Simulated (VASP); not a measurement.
Input of a VASP 6.6.1 run:

The input INCAR:

```
PREC = Accurate
ENCUT = 520
EDIFF = 1E-6
ISMEAR = 0
SIGMA = 0.15
LREAL = F
LASPH = T
NELM = 80
ALGO = Normal
ISIF = 2
LWAVE = F
LCHARG = F
GGA = PE
NBANDS = 16
```

The input KPOINTS:

```
regular mesh
0
Gamma
  16 16 16
```

POSCAR

```
HgTe
1.0
    0.0000000000      3.3247980866      3.4910379909
    3.3247980866      0.0000000000      3.4910379909
    3.3247980866      3.3247980866      0.0000000000
Hg Te
1 1
Direct
    0.0000000000      0.0000000000      0.0000000000
    0.7500000000      0.7500000000      0.7500000000
```

Potentials or basis: VASP PAW PBE potentials, release 64 (Hg, Te).

The run is started by

```bash
$ cat potpaw_PBE.64/Hg/POTCAR potpaw_PBE.64/Te/POTCAR > POTCAR
$ mpirun -np 1 vasp_std > vasp.out
```

What does it give for the band gap on the k mesh?

Zero (filled and empty bands touch).

Estimate the pressure.

-1.4 GPa.

Stress tensor (GPa, compression positive):
```
-1.17  0.00  0.00
 0.00 -1.17  0.00
 0.00  0.00 -1.99
```

Caveat: the cell differs from its parent crystal (strain +0.000 along x and y, +0.050 along z); spin-orbit coupling is left out, which moves the levels of the heavy elements.
